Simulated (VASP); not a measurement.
# ZnO (P6_3mc) in VASP: a series of runs

The runs below take ZnO through single point, with PBEsol.

Everything below comes from runs of VASP 6.6.1. Logs are shortened: lines on timing, memory, paths and dates and some standing lists are left out, and cuts for length are marked.

## (1) The cell of the first run

The structure is hexagonal, space group P6_3mc (No. 186). Conventional cell: a = 3.322 Å, b = 3.322 Å, c = 4.933 Å, α = 90.00°, β = 90.00°, γ = 120.00°. Within 2.5 Å of Zn (site symmetry 3m) lie 4 O at 1.87 to 2.01 Å. O (site symmetry 3m) has 4 Zn at 1.87 to 2.01 Å within 2.5 Å.

## (2) Single point, PBEsol (c/a of the conventional cell at fixed volume 1.4851)

Input file INCAR:

```
  ALGO = Normal
  EDIFF = 1E-7
  ENCUT = 520
  GGA = PS
  ISIF = 2
  ISMEAR = 0
  LASPH = True
  LCHARG = False
  LREAL = False
  LWAVE = False
  NBANDS = 26
  NELM = 60
  PREC = Accurate
  SIGMA = 0.05
```

Input file KPOINTS:

```
k-points
0
Gamma
  9 9 6
```

Input file POSCAR:

```
ZnO
1.0
    3.3219642457      0.0000000000      0.0000000000
   -1.6609821228      2.8769054272      0.0000000000
    0.0000000000      0.0000000000      4.9334491013
Zn O
2 2
Direct
    0.3333333333      0.6666666667      0.0015754469
    0.6666666667      0.3333333333      0.5015754469
    0.3333333333      0.6666666667      0.3805245531
    0.6666666667      0.3333333333      0.8805245531
```

Potentials or basis: VASP PAW PBE potentials, release 64 (Zn, O).

Run with:

```bash
cat potpaw_PBE.64/Zn/POTCAR potpaw_PBE.64/O/POTCAR > POTCAR
mpirun -np 1 vasp_std > vasp.out
```

OUTCAR:

```text
EDIFF = 1E-7
   ENCUT = 520
   GGA = PS
   ISIF = 2
   ISMEAR = 0
   LASPH = True
   LREAL = False
   NELM = 60
   PREC = Accurate

 ion  position               nearest neighbor table
   1  0.333  0.667  0.002-   3 1.87   4 2.01   4 2.01   4 2.01
   2  0.667  0.333  0.502-   4 1.87   3 2.01   3 2.01   3 2.01
   3  0.333  0.667  0.381-   1 1.87   2 2.01   2 2.01   2 2.01
   4  0.667  0.333  0.881-   2 1.87   1 2.01   1 2.01   1 2.01

  LATTYP: Found a hexagonal cell.
 ALAT       =     3.3219642457
 C/A-ratio  =     1.4851000000

  Lattice vectors:

 A1 = (   3.3219642457,   0.0000000000,   0.0000000000)
 A2 = (  -1.6609821228,   2.8769054272,   0.0000000000)
 A3 = (   0.0000000000,   0.0000000000,   4.9334491013)

Analysis of symmetry for initial positions (statically):
=====================================================================
 Subroutine PRICEL returns:
 Original cell was already a primitive cell.

 Routine SETGRP: Setting up the symmetry group for a
 hexagonal supercell.

 Subroutine GETGRP returns: Found 12 space group operations
 (whereof  6 operations were pure point group operations)
 out of a pool of 24 trial point group operations.

The static configuration has the point symmetry C_3v.
 The point group associated with its full space group is C_6v.

Analysis of symmetry for dynamics (positions and initial velocities):
=====================================================================
 Subroutine PRICEL returns:
 Original cell was already a primitive cell.

 Routine SETGRP: Setting up the symmetry group for a
 hexagonal supercell.

 Subroutine GETGRP returns: Found 12 space group operations
 (whereof  6 operations were pure point group operations)
 out of a pool of 24 trial point group operations.

The dynamic configuration has the point symmetry C_3v.
 The point group associated with its full space group is C_6v.

 Subroutine INISYM returns: Found 12 space group operations
 (whereof  6 operations are pure point group operations),
 and found     1 'primitive' translations

----------------------------------------------------------------------------------------

                                     Primitive cell

  volume of cell :      47.1489

  direct lattice vectors                    reciprocal lattice vectors
     3.321964246  0.000000000  0.000000000     0.301026720  0.173797858  0.000000000
    -1.660982123  2.876905427  0.000000000     0.000000000  0.347595715  0.000000000
     0.000000000  0.000000000  4.933449101     0.000000000  0.000000000  0.202697946

  length of vectors
     3.321964246  3.321964246  4.933449101     0.347595715  0.347595715  0.202697946

  position of ions in fractional coordinates (direct lattice)
     0.333333333  0.666666667  0.001575447
     0.666666667  0.333333333  0.501575447
     0.333333333  0.666666667  0.380524553
     0.666666667  0.333333333  0.880524553

  ion indices of the primitive-cell ions
   primitive index   ion index
                 1           1
                 2           2
                 3           3
                 4           4

----------------------------------------------------------------------------------------

 KPOINTS: k-points

Automatic generation of k-mesh.
 Grid dimensions read from file:
 generate k-points for:    9    9    6

 Generating k-lattice:

  Cartesian coordinates                     Fractional coordinates (reciprocal lattice)
     0.033447413  0.019310873  0.000000000     0.111111111  0.000000000  0.000000000
     0.000000000  0.038621746  0.000000000     0.000000000  0.111111111  0.000000000
     0.000000000  0.000000000  0.033782991     0.000000000  0.000000000  0.166666667

  Length of vectors
     0.038621746  0.038621746  0.033782991

  Shift w.r.t. Gamma in fractional coordinates (k-lattice)
     0.000000000  0.000000000  0.000000000

 Subroutine IBZKPT returns following result:
 ===========================================

 Found     48 irreducible k-points:

 Following reciprocal coordinates:
            Coordinates               Weight
[... 52 lines left out ...]
  band No.  band energies     occupation
      1     -16.7685      2.00000
      2     -16.0574      2.00000
      3      -4.8398      2.00000
      4      -4.4903      2.00000
      5      -4.4825      2.00000
      6      -4.4193      2.00000
[... 18 lines left out ...]
     25      14.7519      0.00000
     26      14.9739      0.00000

 k-point     4 :       0.3333    0.0000    0.0000
  band No.  band energies     occupation
      1     -16.5432      2.00000
      2     -16.0305      2.00000
      3      -4.9270      2.00000
      4      -4.5372      2.00000
      5      -4.4188      2.00000
      6      -4.2943      2.00000
[... 18 lines left out ...]
     25      14.1320      0.00000
     26      14.7587      0.00000

 k-point     5 :       0.4444    0.0000    0.0000
  band No.  band energies     occupation
      1     -16.3601      2.00000
      2     -16.0447      2.00000
      3      -4.8960      2.00000
      4      -4.5995      2.00000
      5      -4.3914      2.00000
      6      -4.1723      2.00000
[... 18 lines left out ...]
     25      14.1120      0.00000
     26      14.8026      0.00000

 k-point     6 :       0.1111    0.1111    0.0000
  band No.  band energies     occupation
      1     -16.8231      2.00000
      2     -16.0687      2.00000
      3      -4.7765      2.00000
      4      -4.5673      2.00000
      5      -4.4748      2.00000
      6      -4.4111      2.00000
[... 427 lines left out ...]
 k-point    21 :       0.4444    0.1111    0.1667
  band No.  band energies     occupation
      1     -16.2816      2.00000
      2     -16.0691      2.00000
      3      -4.8971      2.00000
      4      -4.6881      2.00000
      5      -4.4032      2.00000
      6      -4.1948      2.00000
[... 18 lines left out ...]
     25      13.8056      0.00000
     26      14.6705      0.00000

 k-point    22 :       0.2222    0.2222    0.1667
  band No.  band energies     occupation
      1     -16.4007      2.00000
      2     -16.0537      2.00000
      3      -4.8302      2.00000
      4      -4.7113      2.00000
      5      -4.3506      2.00000
      6      -4.3374      2.00000
[... 18 lines left out ...]
     25      13.1202      0.00000
     26      16.0284      0.00000

 k-point    23 :       0.3333    0.2222    0.1667
  band No.  band energies     occupation
      1     -16.2474      2.00000
      2     -16.0757      2.00000
      3      -4.7567      2.00000
      4      -4.6007      2.00000
      5      -4.4343      2.00000
      6      -4.1805      2.00000
[... 18 lines left out ...]
     25      13.7519      0.00000
     26      15.1290      0.00000

 k-point    24 :       0.3333    0.3333    0.1667
  band No.  band energies     occupation
      1     -16.1391      2.00000
      2     -16.1391      2.00000
      3      -4.6315      2.00000
      4      -4.5352      2.00000
      5      -4.5352      2.00000
      6      -3.9196      2.00000
[... 18 lines left out ...]
     25      14.4352      0.00000
     26      15.3534      0.00000

 [... further k-points ...]
[... 5 lines left out ...]
  --------------------------------------------------------------------------------------
  -------------------------------------------------------------------------------------
  Total       -1.3912020     -1.3912020      4.9634341     -0.0000000      0.0000000     -0.0000000
  in kB      -47.2747883    -47.2747883    168.6637119     -0.0000000      0.0000000     -0.0000000
  external PRESSURE =      24.7047118 kB  Pullay stress =       0.0000000 kB

 VOLUME and BASIS-vectors are now :
 -----------------------------------------------------------------------------
  energy-cutoff  :      520.00
  volume of cell :       47.15
      direct lattice vectors                 reciprocal lattice vectors
     3.321964246  0.000000000  0.000000000     0.301026720  0.173797858  0.000000000
    -1.660982123  2.876905427  0.000000000     0.000000000  0.347595715  0.000000000
     0.000000000  0.000000000  4.933449101     0.000000000  0.000000000  0.202697946

 POSITION                                       TOTAL-FORCE (eV/Angst)
 -----------------------------------------------------------------------------------
     -0.00000      1.91794      0.00777         0.000000      0.000000     -1.042806
      1.66098      0.95897      2.47450        -0.000000     -0.000000     -1.042806
     -0.00000      1.91794      1.87730        -0.000000     -0.000000      1.042806
      1.66098      0.95897      4.34402        -0.000000     -0.000000      1.042806
 -----------------------------------------------------------------------------------
    total drift:                               -0.000000     -0.000000     -0.000703

  FREE ENERGIE OF THE ION-ELECTRON SYSTEM (eV)
  ---------------------------------------------------
  free  energy   TOTEN  =       -19.2394974872 eV

  energy  without entropy=      -19.2394974872  energy(sigma->0) =      -19.23949749
```

Wall time 73 s (1 thread of AMD EPYC 7R43 (Zen 3), shared host); peak memory 0.16 GiB.

What came out:

| Quantity | Value |
| --- | --- |
| Free energy | -19.2395 eV |
| Pressure | 2.5 GPa |
| Largest force | 1.043 eV/Å |
| Band gap on the k mesh | 0.71 eV, direct |

Forces on the atoms (eV/Å):
```
Zn   0.000  0.000 -1.043
Zn   0.000  0.000 -1.043
O    0.000  0.000  1.043
O    0.000  0.000  1.043
```

Levels at points of the mesh, in eV from the valence-band top:
```
           k point  band 14  band 15  band 16  band 17  band 18  band 19  band 20  band 21  band 22  band 23
(0.00, 0.00, 0.00)    -1.10    -1.10    -0.07    -0.07     0.00     0.71     4.90     8.90    12.11    12.11
(0.00, 0.00, 0.50)    -2.07    -0.57    -0.57    -0.57    -0.57     3.48     3.48    10.66    10.66    12.37
```

Caveat: the PAW data sets were made with another functional, which shifts forces and pressure a little.

## (3) Single point, PBEsol (c/a of the conventional cell at fixed volume 1.5281)

Input file INCAR:

```
SYSTEM = ZnO
  PREC = Accurate
  ENCUT = 520
  EDIFF = 1E-6
  ISMEAR = 0
  SIGMA = 0.05
  LREAL = .FALSE.
  LASPH = .TRUE.
  NELM = 60
  ALGO = Normal
  ISIF = 2
  LWAVE = .FALSE.
  LCHARG = .FALSE.
  GGA = PS
  NBANDS = 26
```

Input file KPOINTS:

```
regular mesh
0
G
  9 9 6
  0 0 0
```

Input file POSCAR:

```
ZnO
1.0
    3.2905078253      0.0000000000      0.0000000000
   -1.6452539126      2.8496633681      0.0000000000
    0.0000000000      0.0000000000      5.0282250078
Zn O
2 2
Direct
    0.3333333333      0.6666666667      0.0015754469
    0.6666666667      0.3333333333      0.5015754469
    0.3333333333      0.6666666667      0.3805245531
    0.6666666667      0.3333333333      0.8805245531
```

Potentials or basis: VASP PAW PBE potentials, release 64 (Zn, O).

Run with:

```bash
cat potpaw_PBE.64/Zn/POTCAR potpaw_PBE.64/O/POTCAR > POTCAR
mpirun -np 1 vasp_std > vasp.out
```

It took 47 s on 1 thread of AMD EPYC 7R43 (Zen 3), shared host; peak memory 0.15 GiB.

The run converged. Its results:

- Free energy: -19.3382 eV
- Pressure: 1.2 GPa
- Largest force: 0.619 eV/Å
- Band gap on the k mesh: 0.73 eV, direct

Forces on the atoms (eV/Å):
```
Zn   0.000  0.000 -0.619
Zn   0.000  0.000 -0.619
O    0.000  0.000  0.619
O    0.000  0.000  0.619
```

Stress tensor (GPa, compression positive):
```
-3.36  0.00  0.00
 0.00 -3.36  0.00
 0.00  0.00 10.38
```

Levels at points of the mesh, in eV from the valence-band top:
| k point | band 16 | band 17 | band 18 | band 19 | band 20 | band 21 |
| --- | --- | --- | --- | --- | --- | --- |
| (0.00, 0.00, 0.00) | -0.02 | -0.02 | 0.00 | 0.73 | 5.01 | 8.64 |
| (0.00, 0.00, 0.50) | -0.49 | -0.49 | -0.49 | 3.46 | 3.46 | 10.43 |

Caveat: the PAW data sets were made with another functional, which shifts forces and pressure a little.

## (4) Single point, PBEsol (c/a of the conventional cell at fixed volume 1.7003)

Input file INCAR:

```
ALGO     = Normal         # electronic algorithm
EDIFF    = 1E-7           # SCF threshold, eV
ENCUT    = 520            # plane-wave cutoff, eV
GGA      = PS             # functional
ISIF     = 2              # what is computed and relaxed
ISMEAR   = 0              # smearing method
LASPH    = True           # aspherical terms in the spheres
LCHARG   = False          # write CHGCAR
LREAL    = False          # projectors in reciprocal space
LWAVE    = False          # write WAVECAR
NBANDS   = 26             # bands
NELM     = 80             # most SCF steps
PREC     = Accurate       # precision mode
SIGMA    = 0.05           # smearing width, eV
```

Input file KPOINTS:

```
k-points
0
Gamma
  9 9 6
```

Input file POSCAR:

```
ZnO
1.0
    3.1754479730      0.0000000000      0.0000000000
   -1.5877239865      2.7500186130      0.0000000000
    0.0000000000      0.0000000000      5.3992141884
Zn O
2 2
Direct
    0.3333333333      0.6666666667      0.0015754469
    0.6666666667      0.3333333333      0.5015754469
    0.3333333333      0.6666666667      0.3805245531
    0.6666666667      0.3333333333      0.8805245531
```

Run with:

```bash
cat potpaw_PBE.64/Zn/POTCAR potpaw_PBE.64/O/POTCAR > POTCAR
mpirun -np 1 vasp_std > vasp.out
```

It took 52 s on 1 thread of AMD EPYC 7R43 (Zen 3), shared host; peak memory 0.15 GiB.

It converged, with:

```
Free energy            : -19.3509 eV
Pressure               : 1.5 GPa
Largest force          : 0.400 eV/Å
Band gap on the k mesh : 0.60 eV, direct
```

Forces on the atoms (eV/Å):
```
Zn   0.000  0.000  0.400
Zn   0.000  0.000  0.400
O    0.000  0.000 -0.400
O    0.000  0.000 -0.400
```

Stress tensor (GPa, compression positive):
```
 5.33  0.00  0.00
 0.00  5.33  0.00
 0.00  0.00 -6.21
```

Levels at points of the mesh, in eV from the valence-band top:
```tsv
k point	band 16	band 17	band 18	band 19	band 20	band 21
(0.00, 0.00, 0.00)	-0.24	0.00	0.00	0.60	5.26	7.59
(0.00, 0.00, 0.50)	-0.34	-0.34	-0.34	3.27	3.27	9.54
```

Caveat: the PAW data sets were made with another functional, which shifts forces and pressure a little.

## (5) Single point, PBEsol (c/a of the conventional cell at fixed volume 1.5281)

Input file INCAR:

```
SYSTEM = ZnO
PREC = Accurate
ENCUT = 520
EDIFF = 1E-7
ISMEAR = 0
SIGMA = 0.05
LREAL = .False.
LASPH = .True.
NELM = 80
ALGO = Normal
ISIF = 2
LWAVE = .False.
LCHARG = .True.
GGA = PS
LELF = .True.
LVHAR = .True.
NBANDS = 26
```

Input file KPOINTS:

```
regular mesh
0
Gamma
  9 9 6
  0 0 0
```

Input file POSCAR:

```
ZnO
1.0
    3.2905078253      0.0000000000      0.0000000000
   -1.6452539126      2.8496633681      0.0000000000
    0.0000000000      0.0000000000      5.0282250078
Zn O
2 2
Direct
    0.3333333333      0.6666666667      0.0015754469
    0.6666666667      0.3333333333      0.5015754469
    0.3333333333      0.6666666667      0.3503636909
    0.6666666667      0.3333333333      0.8503636909
```

Run with:

```bash
cat potpaw_PBE.64/Zn/POTCAR potpaw_PBE.64/O/POTCAR > POTCAR
mpirun -np 1 vasp_std > vasp.out
```

Wall time 79 s (1 thread of AMD EPYC 7R43 (Zen 3), shared host); peak memory 0.15 GiB.

Results (log left out):

```yaml
Free_energy: -18.8322 eV
Pressure: 7.8 GPa
Largest_force: 3.056 eV/Å
Band_gap_on_the_k_mesh: 0.76 eV, direct
```

Forces on the atoms (eV/Å):
```
Zn   0.000  0.000 -3.056
Zn   0.000  0.000 -3.056
O    0.000  0.000  3.056
O    0.000  0.000  3.056
```

Stress tensor (GPa, compression positive):
```
-6.46  0.00  0.00
 0.00 -6.46  0.00
 0.00  0.00 36.18
```

Levels at points of the mesh, in eV from the valence-band top:
```csv
k point,band 16,band 17,band 18,band 19,band 20,band 21
"(0.00, 0.00, 0.00)",-0.11,-0.11,0.00,0.76,5.07,8.74
"(0.00, 0.00, 0.50)",-0.73,-0.73,-0.73,3.37,3.37,10.72
```

Caveat: the PAW data sets were made with another functional, which shifts forces and pressure a little.

## (6) Single point, PBEsol (c/a of the conventional cell at fixed volume 1.7003)

Input file INCAR:

```
SYSTEM = ZnO
PREC = Accurate ; ENCUT = 520
EDIFF = 1E-6 ; ISMEAR = 0
SIGMA = 0.05 ; LREAL = .False.
LASPH = .True. ; NELM = 80
ALGO = Normal ; ISIF = 2
LWAVE = .False. ; LCHARG = .True.
GGA = PS ; LELF = .True.
LVHAR = .True. ; NBANDS = 26
```

Input file KPOINTS:

```
Automatic mesh
0
Gamma
  9 9 6
  0 0 0
```

Input file POSCAR:

```
ZnO
1.0
    3.1754479730      0.0000000000      0.0000000000
   -1.5877239865      2.7500186130      0.0000000000
    0.0000000000      0.0000000000      5.3992141884
Zn O
2 2
Direct
    0.3333333333      0.6666666667      0.0015754469
    0.6666666667      0.3333333333      0.5015754469
    0.3333333333      0.6666666667      0.4106854153
    0.6666666667      0.3333333333      0.9106854153
```

Potentials or basis: VASP PAW PBE potentials, release 64 (Zn, O).

Run with:

```bash
cat potpaw_PBE.64/Zn/POTCAR potpaw_PBE.64/O/POTCAR > POTCAR
mpirun -np 1 vasp_std > vasp.out
```

Wall time 54 s (1 thread of AMD EPYC 7R43 (Zen 3), shared host); peak memory 0.15 GiB.

It converged, with:

```yaml
Free_energy: -19.1410 eV
Pressure: 5.4 GPa
Largest_force: 0.788 eV/Å
Band_gap_on_the_k_mesh: 0.67 eV, direct
```

Forces on the atoms (eV/Å):
```
Zn   0.000  0.000  0.788
Zn   0.000  0.000  0.788
O    0.000  0.000 -0.788
O    0.000  0.000 -0.788
```

Stress tensor (GPa, compression positive):
```
11.89  0.00  0.00
 0.00 11.89  0.00
 0.00  0.00 -7.51
```

Levels at points of the mesh, in eV from the valence-band top:
| k point | band 16 | band 17 | band 18 | band 19 | band 20 | band 21 |
| --- | --- | --- | --- | --- | --- | --- |
| (0.00, 0.00, 0.00) | -0.49 | 0.00 | 0.00 | 0.67 | 5.03 | 7.44 |
| (0.00, 0.00, 0.50) | -0.24 | -0.24 | -0.24 | 3.19 | 3.19 | 9.31 |

Caveat: the PAW data sets were made with another functional, which shifts forces and pressure a little.

## (7) Overview

| cell | gap on the mesh (eV) | pressure (GPa) | largest force (eV/Å) |
| --- | --- | --- | --- |
| a = 3.322, b = 3.322, c = 4.933 Å, angles 90.0, 90.0, 120.0°, 4 atoms | 0.71 | 2.5 | 1.04 |
| a = 3.291, b = 3.291, c = 5.028 Å, angles 90.0, 90.0, 120.0°, 4 atoms | 0.76 | 7.8 | 3.06 |
| a = 3.175, b = 3.175, c = 5.399 Å, angles 90.0, 90.0, 120.0°, 4 atoms | 0.67 | 5.4 | 0.79 |

Some of these runs hold the atoms at other places in the same cell, which the table doesn't show; runs alike in all that it shows share one row.

Alike in all rows: task single point; level PBEsol; potentials or basis VASP PAW PBE potentials, release 64 (Zn, O); no spin polarisation; k mesh 9 × 9 × 6; cutoff (eV) 520; smearing gaussian 0.05 eV.

Caveats: the PAW data sets were made with another functional, which shifts forces and pressure a little.

Absolute energies hang on the potentials; compare differences alone.
